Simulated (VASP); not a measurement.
# BeS (F-43m) in VASP: single point with PBE

Aim: the single point of BeS with PBE.

Program: VASP 6.6.1. These are calculated values, not measurements. Logs are shortened: lines on timing, memory, paths and dates and some standing lists are left out, and cuts for length are marked.

### Step 1. The cell of the first run

It takes space group F-43m (No. 216, cubic). The conventional cell has a = 4.850 Å, b = 4.850 Å, c = 4.850 Å, α = 90.00°, β = 90.00°, γ = 90.00°. Within 2.8 Å of Be (site symmetry -43m) lie 4 S at 2.10 Å. Within 2.8 Å of S (site symmetry -43m) lie 4 Be at 2.10 Å.

### Step 2. Single point, PBE

INCAR reads:

```
PREC     = Accurate       # precision mode
ENCUT    = 520            # plane-wave cutoff, eV
EDIFF    = 1E-6           # SCF threshold, eV
ISMEAR   = 0              # smearing method
SIGMA    = 0.05           # smearing width, eV
LREAL    = Auto         
LASPH    = T              # aspherical terms in the spheres
NELM     = 100            # most SCF steps
ALGO     = Normal         # electronic algorithm
ISIF     = 2              # what is computed and relaxed
LWAVE    = F              # write WAVECAR
LCHARG   = F              # write CHGCAR
GGA      = PE             # functional
NBANDS   = 141            # bands
```

KPOINTS reads:

```
regular mesh
0
Gamma
  2 2 2
```

POSCAR reads:

```
BeS
1.0
    0.0000000000      7.2750000000      7.2750000000
    7.2750000000      0.0000000000      7.2750000000
    7.2750000000      7.2750000000      0.0000000000
Be S
27 27
Direct
    0.0000000000      0.0000000000      0.0000000000
    0.0000000000      0.0000000000      0.3333330000
    0.0000000000      0.0000000000      0.6666670000
    0.0000000000      0.3333330000      0.0000000000
    0.0000000000      0.3333330000      0.3333330000
    0.0000000000      0.3333330000      0.6666670000
    0.0000000000      0.6666670000      0.0000000000
    0.0000000000      0.6666670000      0.3333330000
    0.0000000000      0.6666670000      0.6666670000
    0.3333330000      0.0000000000      0.0000000000
    0.3333330000      0.0000000000      0.3333330000
    0.3333330000      0.0000000000      0.6666670000
    0.3333330000      0.3333330000      0.0000000000
    0.3333330000      0.3333330000      0.3333330000
    0.3333330000      0.3333330000      0.6666670000
    0.3333330000      0.6666670000      0.0000000000
    0.3333330000      0.6666670000      0.3333330000
    0.3333330000      0.6666670000      0.6666670000
    0.6666670000      0.0000000000      0.0000000000
    0.6666670000      0.0000000000      0.3333330000
    0.6666670000      0.0000000000      0.6666670000
    0.6666670000      0.3333330000      0.0000000000
    0.6666670000      0.3333330000      0.3333330000
    0.6666670000      0.3333330000      0.6666670000
    0.6666670000      0.6666670000      0.0000000000
    0.6666670000      0.6666670000      0.3333330000
    0.6666670000      0.6666670000      0.6666670000
    0.0833330000      0.0833330000      0.0833330000
    0.0833330000      0.0833330000      0.4166670000
    0.0833330000      0.0833330000      0.7500000000
    0.0833330000      0.4166670000      0.0833330000
    0.0833330000      0.4166670000      0.4166670000
    0.0833330000      0.4166670000      0.7500000000
    0.0833330000      0.7500000000      0.0833330000
    0.0833330000      0.7500000000      0.4166670000
    0.0833330000      0.7500000000      0.7500000000
    0.4166670000      0.0833330000      0.0833330000
    0.4166670000      0.0833330000      0.4166670000
    0.4166670000      0.0833330000      0.7500000000
    0.4166670000      0.4166670000      0.0833330000
    0.4166670000      0.4166670000      0.4166670000
    0.4166670000      0.4166670000      0.7500000000
    0.4166670000      0.7500000000      0.0833330000
    0.4166670000      0.7500000000      0.4166670000
    0.4166670000      0.7500000000      0.7500000000
    0.7500000000      0.0833330000      0.0833330000
    0.7500000000      0.0833330000      0.4166670000
    0.7500000000      0.0833330000      0.7500000000
    0.7500000000      0.4166670000      0.0833330000
    0.7500000000      0.4166670000      0.4166670000
    0.7500000000      0.4166670000      0.7500000000
    0.7500000000      0.7500000000      0.0833330000
    0.7500000000      0.7500000000      0.4166670000
    0.7500000000      0.7500000000      0.7500000000
```

Potentials or basis: VASP PAW PBE potentials, release 64 (Be, S).

Run with:

```
$ cat potpaw_PBE.64/Be/POTCAR potpaw_PBE.64/S/POTCAR > POTCAR
$ mpirun -np 1 vasp_std > vasp.out
```

OUTCAR:

```text
PREC = Accurate
   ENCUT = 520
   EDIFF = 1E-6
   ISMEAR = 0
   LREAL = Auto
   LASPH = T
   NELM = 100
   ISIF = 2
   GGA = PE

 ion  position               nearest neighbor table
   1  0.000  0.000  0.000-  28 2.10  30 2.10  34 2.10  46 2.10
   2  0.000  0.000  0.333-  28 2.10  29 2.10  35 2.10  47 2.10
   3  0.000  0.000  0.667-  30 2.10  29 2.10  36 2.10  48 2.10
   4  0.000  0.333  0.000-  28 2.10  31 2.10  33 2.10  49 2.10
   5  0.000  0.333  0.333-  29 2.10  31 2.10  50 2.10  32 2.10
   6  0.000  0.333  0.667-  30 2.10  32 2.10  33 2.10  51 2.10
[... 46 lines left out ...]
  53  0.750  0.750  0.417-   8 2.10  20 2.10  26 2.10  27 2.10
  54  0.750  0.750  0.750-  27 2.10  21 2.10  25 2.10   9 2.10

  LATTYP: Found a face centered cubic cell.
 ALAT       =    14.5500000000

  Lattice vectors:

 A1 = (   0.0000000000,   7.2750000000,   7.2750000000)
 A2 = (   7.2750000000,   0.0000000000,   7.2750000000)
 A3 = (   7.2750000000,   7.2750000000,   0.0000000000)

Analysis of symmetry for initial positions (statically):
=====================================================================
 Subroutine PRICEL returns following result:

  LATTYP: Found a face centered cubic cell.
 ALAT       =     4.8499951500

  Lattice vectors:

 A1 = (   0.0000000000,   2.4249975750,   2.4249975750)
 A2 = (   2.4249975750,   0.0000000000,   2.4249975750)
 A3 = (   2.4249975750,   2.4249975750,   0.0000000000)

  27 primitive cells build up your supercell.

 Routine SETGRP: Setting up the symmetry group for a
 face centered cubic supercell.

 Subroutine GETGRP returns: Found 24 space group operations
 (whereof 24 operations were pure point group operations)
 out of a pool of 48 trial point group operations.

The static configuration has the point symmetry T_d .

Analysis of symmetry for dynamics (positions and initial velocities):
=====================================================================
 Subroutine PRICEL returns following result:

  LATTYP: Found a face centered cubic cell.
 ALAT       =     4.8499951500

  Lattice vectors:

 A1 = (   0.0000000000,   2.4249975750,   2.4249975750)
 A2 = (   2.4249975750,   0.0000000000,   2.4249975750)
 A3 = (   2.4249975750,   2.4249975750,   0.0000000000)

  27 primitive cells build up your supercell.

 Routine SETGRP: Setting up the symmetry group for a
 face centered cubic supercell.

 Subroutine GETGRP returns: Found 24 space group operations
 (whereof 24 operations were pure point group operations)
 out of a pool of 48 trial point group operations.

The dynamic configuration has the point symmetry T_d .

 Subroutine INISYM returns: Found 24 space group operations
 (whereof 24 operations are pure point group operations),
 and found    27 'primitive' translations

----------------------------------------------------------------------------------------

                                     Primitive cell

  volume of cell :      28.5209

  direct lattice vectors                    reciprocal lattice vectors
     0.000000000  2.424997575  2.424997575    -0.206185773  0.206185773  0.206185773
     2.424997575  0.000000000  2.424997575     0.206185773 -0.206185773  0.206185773
     2.424997575  2.424997575  0.000000000     0.206185773  0.206185773 -0.206185773

  length of vectors
     3.429464459  3.429464459  3.429464459     0.357124235  0.357124235  0.357124235

  position of ions in fractional coordinates (direct lattice)
     0.000000000  0.000000000  0.000000000
     0.249999250  0.249999250  0.249999250

  ion indices of the primitive-cell ions
   primitive index   ion index
                 1           1
                 2          28

----------------------------------------------------------------------------------------

 KPOINTS: regular mesh

Automatic generation of k-mesh.
 Grid dimensions read from file:
 generate k-points for:    2    2    2

 Generating k-lattice:

  Cartesian coordinates                     Fractional coordinates (reciprocal lattice)
    -0.034364261  0.034364261  0.034364261     0.500000000  0.000000000  0.000000000
     0.034364261 -0.034364261  0.034364261     0.000000000  0.500000000  0.000000000
     0.034364261  0.034364261 -0.034364261     0.000000000  0.000000000  0.500000000

  Length of vectors
     0.059520646  0.059520646  0.059520646

  Shift w.r.t. Gamma in fractional coordinates (k-lattice)
     0.000000000  0.000000000  0.000000000

 Subroutine IBZKPT returns following result:
 ===========================================

 Found      3 irreducible k-points:

 Following reciprocal coordinates:
            Coordinates               Weight
  0.000000  0.000000  0.000000      1.000000
  0.500000  0.000000  0.000000      4.000000
  0.500000  0.500000  0.000000      3.000000
   k-points           NKPTS =      3   k-points in BZ     NKDIM =      3   number of bands    NBANDS=    141
   number of dos      NEDOS =    301   number of ions     NIONS =     54
   total plane-waves  NPLWV = 512000
   dimension x,y,z NGX =    80 NGY =   80 NGZ =   80
   dimension x,y,z NGXF=   160 NGYF=  160 NGZF=  160
   ions per type =              27  27
   NGX,Y,Z   is equivalent  to a cutoff of  12.93, 12.93, 12.93 a.u.
   NGXF,Y,Z  is equivalent  to a cutoff of  25.85, 25.85, 25.85 a.u.
 SYSTEM =  unknown system
   PREC   = accura    normal or accurate (medium, high low for compatibility)
   ISTART =      0    job   : 0-new  1-cont  2-samecut
   ICHARG =      2    charge: 1-file 2-atom 10-const
   ISPIN  =      1    spin polarized calculation?
   LNONCOLLINEAR =      F non collinear calculations
   LSORBIT =      F    spin-orbit coupling
   LASPH  =      T    aspherical Exc in radial PAW
   ENCUT  =  520.0 eV  38.22 Ry    6.18 a.u.  19.13 19.13 19.13*2*pi/ulx,y,z
   NELM   =    100;   NELMIN=  2; NELMDL= -5     # of ELM steps
   EDIFF  = 0.1E-05   stopping-criterion for ELM
   LREAL  =      T    real-space projection
   EDIFFG = 0.1E-04   stopping-criterion for IOM
   NSW    =      0    number of steps for IOM
   IBRION =     -1    ionic relax: 0-MD 1-quasi-New 2-CG
   NFREE  =      0    steps in history (QN), initial steepest desc. (CG)
   ISIF   =      2    stress and relaxation
   ISYM   =      2    0-nonsym 1-usesym 2-fastsym
   POTIM  = 0.5000    time-step for ionic-motion
   TEBEG  =    0.0;   TEEND  =   0.0 temperature during run
   PSTRESS=    0.0 pullay stress
   NELECT =     216.0000    total number of electrons
   NUPDOWN=      -1.0000    fix difference up-down
   EMIN   =  10.00;   EMAX   =-10.00  energy-range for DOS
   EFERMI =   0.00;   METHOD = LEGACY
   ISMEAR =     0;   SIGMA  =   0.05  broadening in eV -4-tet -1-fermi 0-gaus
   EFERMI_NEDOS =   21; number of points for ismear=-14 and -15
   IALGO  =     38    algorithm
   IMIX   =      4    mixing-type and parameters
     AMIX     =   0.40;   BMIX     =  1.00
     AMIX_MAG =   1.60;   BMIX_MAG =  1.00
  volume/ion in A,a.u.               =      14.26        96.23
  Fermi-wavevector in a.u.,A,eV,Ry     =   1.071642  2.025110 15.625158  1.148417
  Thomas-Fermi vector in A             =   2.207388
   LORBIT       =      0    0 simple, 1 ext, 2 COOP (PROOUT), +10 PAW based schemes
   GGA     = PE    functional components
   LHFCALC =     F    Hartree Fock is set to
   AEXX    =    0.0000 exact exchange contribution
   IVDW    =     0    specifies the selected vdW correction
   LEPSILON=     F    determine dielectric tensor
   LRPA    =     F    only Hartree local field effects (RPA)
 non-spin polarized calculation
 Gauss-broadening in eV      SIGMA  =   0.05
  energy-cutoff  :      520.00
  volume of cell :      770.07
 maximum number of plane-waves:     20827
 NGX is ok and might be reduce to    80
   NGX = 39   NGY = 39   NGZ = 39

 number of electron     215.9999999 magnetization

 Free energy of the ion-electron system (eV)
  ---------------------------------------------------
  ext. energy  EPLUGINS =         0.00000000
  ---------------------------------------------------
  free energy    TOTEN  =      -270.23980336 eV

  energy without entropy =     -270.23980336  energy(sigma->0) =     -270.23980336

 E-fermi :   4.4093     XC(G=0):  -9.7300

 val. band max:        4.1768244380   @ k =   0.0000   0.0000   0.0000
 cond. band min:       7.2866077591   @ k =   0.5000   0.5000   0.0000
 fundamental gap:      3.1097833211
 Fermi energy:         4.4093485678

 k-point     1 :       0.0000    0.0000    0.0000
  band No.  band energies     occupation
      1      -9.5164      2.00000
      2      -8.4304      2.00000
      3      -8.4304      2.00000
      4      -8.4304      2.00000
      5      -8.4304      2.00000
      6      -8.4304      2.00000
[... 112 lines left out ...]
    119       9.0184      0.00000
    120       9.0184      0.00000

 k-point     2 :       0.5000    0.0000    0.0000
  band No.  band energies     occupation
      1      -9.2058      2.00000
      2      -9.2056      2.00000
      3      -8.4734      2.00000
      4      -8.4734      2.00000
      5      -8.4733      2.00000
      6      -8.4733      2.00000
[... 112 lines left out ...]
    119       9.3335      0.00000
    120       9.3335      0.00000

 k-point     3 :       0.5000    0.5000    0.0000
  band No.  band energies     occupation
      1      -9.1023      2.00000
      2      -9.1023      2.00000
      3      -8.7323      2.00000
      4      -8.7323      2.00000
      5      -8.7323      2.00000
      6      -8.7323      2.00000
[... 112 lines left out ...]
    119       9.5743      0.00000
    120       9.5743      0.00000
 [bands above 120 left out]

------------------------ aborting loop because EDIFF is reached ----------------------------------------

  FORCE on cell =-STRESS in cart. coord.  units (eV):
  Direction    XX          YY          ZZ          XY          YZ          ZX
  --------------------------------------------------------------------------------------
  -------------------------------------------------------------------------------------
  Total        7.6448157      7.6448157      7.6448157      0.0000000      0.0000000      0.0000000
  in kB       15.9055472     15.9055472     15.9055472      0.0000000      0.0000000      0.0000000
  external PRESSURE =      15.9055472 kB  Pullay stress =       0.0000000 kB

 VOLUME and BASIS-vectors are now :
 -----------------------------------------------------------------------------
  energy-cutoff  :      520.00
  volume of cell :      770.07
      direct lattice vectors                 reciprocal lattice vectors
     0.000000000  7.275000000  7.275000000    -0.068728522  0.068728522  0.068728522
     7.275000000  0.000000000  7.275000000     0.068728522 -0.068728522  0.068728522
     7.275000000  7.275000000  0.000000000     0.068728522  0.068728522 -0.068728522

 POSITION                                       TOTAL-FORCE (eV/Angst)
 -----------------------------------------------------------------------------------
      0.00000      0.00000      0.00000        -0.000000     -0.000000     -0.000000
      2.42500      2.42500      0.00000        -0.000000     -0.000000     -0.000000
      4.85000      4.85000      0.00000        -0.000000     -0.000000     -0.000000
      2.42500      0.00000      2.42500        -0.000000     -0.000000     -0.000000
      4.85000      2.42500      2.42500        -0.000000     -0.000000     -0.000000
      7.27500      4.85000      2.42500        -0.000000     -0.000000     -0.000000
[... 46 lines left out ...]
      8.48750      8.48750     10.91250         0.000000      0.000000     -0.000000
     10.91250     10.91250     10.91250         0.000000     -0.000000     -0.000000
 -----------------------------------------------------------------------------------
    total drift:                                0.000001      0.000001      0.000001

  FREE ENERGIE OF THE ION-ELECTRON SYSTEM (eV)
  ---------------------------------------------------
  free  energy   TOTEN  =      -270.2398033625 eV

  energy  without entropy=     -270.2398033625  energy(sigma->0) =     -270.23980336
```

Run time: 24 min. Hardware: 1 thread of Intel Xeon 8259CL, shared host; peak memory 1 GiB.

What came out:

```yaml
Free_energy: -270.2398 eV
Pressure: 1.6 GPa
Band_gap_on_the_k_mesh: 3.11 eV
```
